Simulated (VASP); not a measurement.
Runs of VASP 6.6.1 on As. The structure is that of space group P6_3/mmc (No. 194), or close to it. The cells are those of the table. This isn't the form of As at room conditions, which is rhombohedral.

```csv
cell,k mesh,gap on the mesh (eV),pressure (GPa)
"a = 2.978, b = 2.978, c = 11.285 Å, angles 90.0, 90.0, 120.0°, 4 atoms",12 × 12 × 4,none,0.2
"a = 3.018, b = 3.018, c = 11.433 Å, angles 90.0, 90.0, 120.0°, 4 atoms",14 × 14 × 4,none,-2.0
"a = 2.854, b = 2.854, c = 10.814 Å, angles 90.0, 90.0, 120.0°, 4 atoms",14 × 14 × 4,none,10.6
"a = 2.897, b = 2.897, c = 10.975 Å, angles 90.0, 90.0, 120.0°, 4 atoms",14 × 14 × 4,none,6.4
"a = 2.978, b = 2.978, c = 11.285 Å, angles 90.0, 90.0, 120.0°, 4 atoms",14 × 14 × 4,none,0.2
"a = 3.093, b = 3.093, c = 11.719 Å, angles 90.0, 90.0, 120.0°, 4 atoms",14 × 14 × 4,none,(a)
"a = 3.056, b = 3.056, c = 11.578 Å, angles 90.0, 90.0, 120.0°, 4 atoms",14 × 14 × 4,none,(b)
"a = 2.978, b = 2.978, c = 11.285 Å, angles 90.0, 90.0, 120.0°, 4 atoms",16 × 16 × 4,none,0.3
```

Alike in all rows: task single point; level BLYP; potentials or basis VASP PAW PBE potentials, release 64 (As); no spin polarisation; cutoff (eV) 520; smearing fermi-dirac 0.1 eV.

**Question.** Fill in the values left out.

**Answer.** (a) -5.1; (b) -3.7.

Caveats: the PAW data sets were made with another functional, which shifts forces and pressure a little; this functional lacks dispersion, which binds the layers, so the pressure and a relaxed spacing across them are unreliable (at least some runs); the cell stands under pressure (at least some runs); the cell stands under tension (at least some runs).

A k mesh can miss the band edges, and the runs leave out spin-orbit coupling on As.

A gap of «none» marks levels without a gap at the run's occupations.
